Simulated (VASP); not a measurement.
# BPd4 (P-43m) in VASP: further runs, part 2 of 2

VASP 6.6.1. Earlier steps stand in the parts before.

## (4) Single point, PBE

INCAR reads:

```
SYSTEM = BPd4
  PREC = Accurate
  ENCUT = 540
  EDIFF = 1E-6
  ISMEAR = 0
  SIGMA = 0.1
  LREAL = .False.
  LASPH = .True.
  NELM = 120
  ALGO = Normal
  ISIF = 2
  LWAVE = .False.
  LCHARG = .False.
  GGA = PE
  NBANDS = 46
  GGA_COMPAT = .False.
```

KPOINTS reads:

```
Automatic mesh
0
Gamma
  4 4 4
  0 0 0
```

POSCAR reads:

```
BPd4
1.0
    4.2013854119      0.0000000000      0.0000000000
    0.0000000000      4.2013854119      0.0000000000
    0.0000000000      0.0000000000      4.2013854119
B Pd
1 4
Direct
    0.5000000000      0.5000000000      0.5000000000
    0.2342314685      0.2342314685      0.2342314685
    0.7657685315      0.7657685315      0.2342314685
    0.7657685315      0.2342314685      0.7657685315
    0.2342314685      0.7657685315      0.7657685315
```

Potentials or basis: VASP PAW PBE potentials, release 64 (B, Pd_sv_GW).

Command:

```console
$ cat potpaw_PBE.64/B/POTCAR potpaw_PBE.64/Pd_sv_GW/POTCAR > POTCAR
$ mpirun -np 1 vasp_std > vasp.out
```

OUTCAR:

```text
SYSTEM = BPd4
   PREC = Accurate
   ENCUT = 540
   EDIFF = 1E-6
   ISMEAR = 0
   LREAL = .False.
   LASPH = .True.
   NELM = 120
   ISIF = 2
   GGA = PE

 ion  position               nearest neighbor table
   1  0.500  0.500  0.500-   2 1.93   3 1.93   4 1.93   5 1.93
   2  0.234  0.234  0.234-   1 1.93
   3  0.766  0.766  0.234-   1 1.93
   4  0.766  0.234  0.766-   1 1.93
   5  0.234  0.766  0.766-   1 1.93

  LATTYP: Found a simple cubic cell.
 ALAT       =     4.2013854119

  Lattice vectors:

 A1 = (   4.2013854119,   0.0000000000,   0.0000000000)
 A2 = (   0.0000000000,   4.2013854119,   0.0000000000)
 A3 = (   0.0000000000,   0.0000000000,   4.2013854119)

Analysis of symmetry for initial positions (statically):
=====================================================================
 Subroutine PRICEL returns:
 Original cell was already a primitive cell.

 Routine SETGRP: Setting up the symmetry group for a
 simple cubic supercell.

 Subroutine GETGRP returns: Found 24 space group operations
 (whereof 24 operations were pure point group operations)
 out of a pool of 48 trial point group operations.

The static configuration has the point symmetry T_d .

Analysis of symmetry for dynamics (positions and initial velocities):
=====================================================================
 Subroutine PRICEL returns:
 Original cell was already a primitive cell.

 Routine SETGRP: Setting up the symmetry group for a
 simple cubic supercell.

 Subroutine GETGRP returns: Found 24 space group operations
 (whereof 24 operations were pure point group operations)
 out of a pool of 48 trial point group operations.

The dynamic configuration has the point symmetry T_d .

 Subroutine INISYM returns: Found 24 space group operations
 (whereof 24 operations are pure point group operations),
 and found     1 'primitive' translations

[... 106 lines left out ...]
  volume/ion in A,a.u.               =      14.83       100.09
  Fermi-wavevector in a.u.,A,eV,Ry     =   1.643247  3.105286 36.739257  2.700259
  Thomas-Fermi vector in A             =   2.733413
   LORBIT       =      0    0 simple, 1 ext, 2 COOP (PROOUT), +10 PAW based schemes
   GGA     = PE    functional components
   LHFCALC =     F    Hartree Fock is set to
   AEXX    =    0.0000 exact exchange contribution
   IVDW    =     0    specifies the selected vdW correction
   LEPSILON=     F    determine dielectric tensor
   LRPA    =     F    only Hartree local field effects (RPA)
 non-spin polarized calculation
 Gauss-broadening in eV      SIGMA  =   0.10
  energy-cutoff  :      540.00
  volume of cell :       74.16
 maximum number of plane-waves:      2176
 NGX is ok and might be reduce to    32
   NGX = 15   NGY = 15   NGZ = 15

 number of electron      75.0000031 magnetization

 Free energy of the ion-electron system (eV)
  ---------------------------------------------------
  ext. energy  EPLUGINS =         0.00000000
  ---------------------------------------------------
  free energy    TOTEN  =       -21.75831956 eV

  energy without entropy =      -21.75318165  energy(sigma->0) =      -21.75575060

 E-fermi :   7.0171     XC(G=0): -12.5439

 val. band max:        7.0100299783   @ k =   0.5000   0.5000   0.5000
 cond. band min:       7.2358771992   @ k =   0.5000   0.5000   0.2500
 fundamental gap:      0.2258472209
 Fermi energy:         7.0171499447

 k-point     1 :       0.0000    0.0000    0.0000
  band No.  band energies     occupation
      1     -77.2388      2.00000
      2     -77.2086      2.00000
      3     -77.2086      2.00000
      4     -77.2086      2.00000
      5     -43.4367      2.00000
      6     -43.2732      2.00000
[... 479 lines left out ...]
     45      17.4057      0.00000
     46      17.4057      0.00000

------------------------ aborting loop because EDIFF is reached ----------------------------------------

  FORCE on cell =-STRESS in cart. coord.  units (eV):
  Direction    XX          YY          ZZ          XY          YZ          ZX
  --------------------------------------------------------------------------------------
  -------------------------------------------------------------------------------------
  Total       -1.0876219     -1.0876219     -1.0876219      0.0000000      0.0000000     -0.0000000
  in kB      -23.4969219    -23.4969219    -23.4969219      0.0000000      0.0000000     -0.0000000
  external PRESSURE =     -23.4969219 kB  Pullay stress =       0.0000000 kB

 VOLUME and BASIS-vectors are now :
 -----------------------------------------------------------------------------
  energy-cutoff  :      540.00
  volume of cell :       74.16
      direct lattice vectors                 reciprocal lattice vectors
     4.201385412  0.000000000  0.000000000     0.238016726  0.000000000  0.000000000
     0.000000000  4.201385412  0.000000000     0.000000000  0.238016726  0.000000000
     0.000000000  0.000000000  4.201385412     0.000000000  0.000000000  0.238016726

 POSITION                                       TOTAL-FORCE (eV/Angst)
 -----------------------------------------------------------------------------------
      2.10069      2.10069      2.10069        -0.000000     -0.000000      0.000000
      0.98410      0.98410      0.98410         0.008786      0.008786      0.008786
      3.21729      3.21729      0.98410        -0.008786     -0.008786      0.008786
      3.21729      0.98410      3.21729        -0.008786      0.008786     -0.008786
      0.98410      3.21729      3.21729         0.008786     -0.008786     -0.008786
 -----------------------------------------------------------------------------------
    total drift:                                0.000000      0.000000      0.000000

  FREE ENERGIE OF THE ION-ELECTRON SYSTEM (eV)
  ---------------------------------------------------
  free  energy   TOTEN  =       -21.7583195555 eV

  energy  without entropy=      -21.7531816482  energy(sigma->0) =      -21.75575060
```

stdout:

```text
POSCAR found type information on POSCAR B Pd
 POSCAR found :  2 types and       5 ions
 scaLAPACK will be used
 LDA part: xc-table for (Slater+PW92), standard interpolation
 POSCAR, INCAR and KPOINTS ok, starting setup
 FFT: planning ... GRIDC
 FFT: planning ... GRID_SOFT
 FFT: planning ... GRID
 WAVECAR not read
 entering main loop
```

It took 19 s on 1 thread of Intel Xeon 6975P-C (Granite Rapids), shared host; peak memory 0.19 GiB.

Results:

| Property | Result |
| --- | --- |
| Free energy | -21.7583 eV |
| Pressure | -2.3 GPa |
| Largest force | 0.015 eV/Å |

Forces in eV/Å, atoms in the order of the input:
```
B    0.000  0.000  0.000
Pd   0.009  0.009  0.009
Pd  -0.009 -0.009  0.009
Pd  -0.009  0.009 -0.009
Pd   0.009 -0.009 -0.009
```

Caveat: the k points lie up to 0.37 Å⁻¹ apart.

## (5) Single point, PBE

INCAR reads:

```
ALGO = Normal
EDIFF = 1E-6
ENCUT = 540
GGA = PE
GGA_COMPAT = False
ISIF = 2
ISMEAR = 0
LASPH = True
LCHARG = True
LELF = True
LREAL = False
LVHAR = True
LWAVE = False
NBANDS = 46
NELM = 120
PREC = Accurate
SIGMA = 0.1
```

KPOINTS reads:

```
k-points
0
Gamma
  10 10 10
```

POSCAR reads:

```
BPd4
1.0
    4.2026343489      0.0000000000      0.0000000000
    0.0000000000      4.2026343489      0.0000000000
    0.0000000000      0.0000000000      4.2026343489
B Pd
1 4
Direct
    0.5000000000      0.5000000000      0.5000000000
    0.2342540740      0.2342540740      0.2342540740
    0.7657459260      0.7657459260      0.2342540740
    0.7657459260      0.2342540740      0.7657459260
    0.2342540740      0.7657459260      0.7657459260
```

Potentials or basis: VASP PAW PBE potentials, release 64 (B, Pd_sv_GW).

Command:

```console
$ cat potpaw_PBE.64/B/POTCAR potpaw_PBE.64/Pd_sv_GW/POTCAR > POTCAR
$ mpirun -np 1 vasp_std > vasp.out
```

OUTCAR:

```text
EDIFF = 1E-6
   ENCUT = 540
   GGA = PE
   ISIF = 2
   ISMEAR = 0
   LASPH = True
   LREAL = False
   NELM = 120
   PREC = Accurate

 ion  position               nearest neighbor table
   1  0.500  0.500  0.500-   2 1.93   3 1.93   4 1.93   5 1.93
   2  0.234  0.234  0.234-   1 1.93
   3  0.766  0.766  0.234-   1 1.93
   4  0.766  0.234  0.766-   1 1.93
   5  0.234  0.766  0.766-   1 1.93

  LATTYP: Found a simple cubic cell.
 ALAT       =     4.2026343489

[... 1369 lines left out ...]

 [... further k-points ...]
[... 5 lines left out ...]
  --------------------------------------------------------------------------------------
  -------------------------------------------------------------------------------------
  Total       -1.0667417     -1.0667417     -1.0667417      0.0000000      0.0000000     -0.0000000
  in kB      -23.0252857    -23.0252857    -23.0252857      0.0000000      0.0000000     -0.0000000
  external PRESSURE =     -23.0252857 kB  Pullay stress =       0.0000000 kB

 VOLUME and BASIS-vectors are now :
 -----------------------------------------------------------------------------
  energy-cutoff  :      540.00
  volume of cell :       74.23
      direct lattice vectors                 reciprocal lattice vectors
     4.202634349  0.000000000  0.000000000     0.237945992  0.000000000  0.000000000
     0.000000000  4.202634349  0.000000000     0.000000000  0.237945992  0.000000000
     0.000000000  0.000000000  4.202634349     0.000000000  0.000000000  0.237945992

 POSITION                                       TOTAL-FORCE (eV/Angst)
 -----------------------------------------------------------------------------------
      2.10132      2.10132      2.10132         0.000000     -0.000000      0.000000
      0.98448      0.98448      0.98448        -0.009550     -0.009550     -0.009550
      3.21815      3.21815      0.98448         0.009550      0.009550     -0.009550
      3.21815      0.98448      3.21815         0.009550     -0.009550      0.009550
      0.98448      3.21815      3.21815        -0.009550      0.009550      0.009550
 -----------------------------------------------------------------------------------
    total drift:                                0.000000      0.000000      0.000000

  FREE ENERGIE OF THE ION-ELECTRON SYSTEM (eV)
  ---------------------------------------------------
  free  energy   TOTEN  =       -21.7061244659 eV

  energy  without entropy=      -21.6929007848  energy(sigma->0) =      -21.69951263
```

OSZICAR:

```text
N       E                     dE             d eps       ncg     rms          rms(c)
DAV:   1     0.194545741573E+04    0.19455E+04   -0.43788E+04  5288   0.216E+03
DAV:   2     0.180579358064E+03   -0.17649E+04   -0.17042E+04  5152   0.115E+03
DAV:   3    -0.167989477743E+02   -0.19738E+03   -0.18852E+03  8264   0.378E+02
DAV:   4    -0.286733254472E+02   -0.11874E+02   -0.11415E+02  7666   0.131E+02
DAV:   5    -0.292594487402E+02   -0.58612E+00   -0.58441E+00  8120   0.250E+01    0.729E+01
DAV:   6    -0.226881095910E+02    0.65713E+01   -0.44153E+01  8384   0.797E+01    0.170E+01
DAV:   7    -0.217793218307E+02    0.90879E+00   -0.65878E+00  8016   0.369E+01    0.192E+01
DAV:   8    -0.217314466845E+02    0.47875E-01   -0.25933E-01  7124   0.544E+00    0.238E+00
DAV:   9    -0.217061844698E+02    0.25262E-01   -0.10848E-01  8252   0.443E+00    0.574E-01
DAV:  10    -0.217060938543E+02    0.90615E-04   -0.69273E-03  8900   0.997E-01    0.142E-01
DAV:  11    -0.217061256499E+02   -0.31796E-04   -0.65455E-04  7968   0.403E-01    0.936E-02
DAV:  12    -0.217061263670E+02   -0.71708E-06   -0.47307E-05  9544   0.982E-02    0.306E-02
DAV:  13    -0.217061241567E+02    0.22103E-05   -0.10318E-05  6720   0.462E-02    0.763E-03
DAV:  14    -0.217061244659E+02   -0.30920E-06   -0.92361E-07  3536   0.129E-02
   1 F= -.21706124E+02 E0= -.21699513E+02  d E =-.132237E-01
```

It took 3 min on 1 thread of AMD EPYC 9R45 (Zen 5), shared host; peak memory 0.27 GiB.

Results:

```yaml
Free_energy: -21.7061 eV
Pressure: -2.3 GPa
Largest_force: 0.017 eV/Å
```

Forces on the atoms (eV/Å):
```
B    0.000  0.000  0.000
Pd  -0.010 -0.010 -0.010
Pd   0.010  0.010 -0.010
Pd   0.010 -0.010  0.010
Pd  -0.010  0.010  0.010
```

Levels at points of the mesh, in eV from the Fermi level:
| k point | band 35 | band 36 | band 37 | band 38 | band 39 | band 40 |
| --- | --- | --- | --- | --- | --- | --- |
| (0.00, 0.00, 0.00) | -0.79 | -0.38 | -0.38 | -0.38 | 2.65 | 2.65 |
| (0.50, 0.00, 0.00) | -1.43 | -1.14 | -0.62 | -0.62 | 2.58 | 3.81 |
| (0.50, 0.50, 0.00) | -1.50 | -1.25 | 0.33 | 0.33 | 0.49 | 0.88 |
| (0.50, 0.50, 0.50) | -0.84 | -0.58 | -0.58 | 0.03 | 0.03 | 0.03 |

## (6) Summary

```csv
task,potentials or basis,cell,k mesh,cutoff (eV),second run,gap on the mesh (eV),pressure (GPa),largest force (eV/Å)
single point,"VASP PAW PBE potentials, release 64 (B, Pd)","a = 4.203 Å, 5 atoms",10 × 10 × 10,520,-,none,0.2,0.08
relaxation of cell and atoms,"VASP PAW PBE potentials, release 64 (B, Pd)","relaxed from a = 4.201 Å, 5 atoms",10 × 10 × 10,600,-,none,0.0,-
single point,"VASP PAW PBE potentials, release 64 (B, Pd_sv_GW)","a = 4.201 Å, 5 atoms",4 × 4 × 4,540,valence_matched,none,-2.3,0.02
single point,"VASP PAW PBE potentials, release 64 (B, Pd_sv_GW)","a = 4.203 Å, 5 atoms",10 × 10 × 10,540,valence_matched,none,-2.3,0.02
```

Alike in all rows: level PBE; no spin polarisation; smearing gaussian 0.1 eV.

Caveats: some runs use coarse meshes.

Total energies depend on the potentials used, so only differences within one code and one set of settings carry meaning.
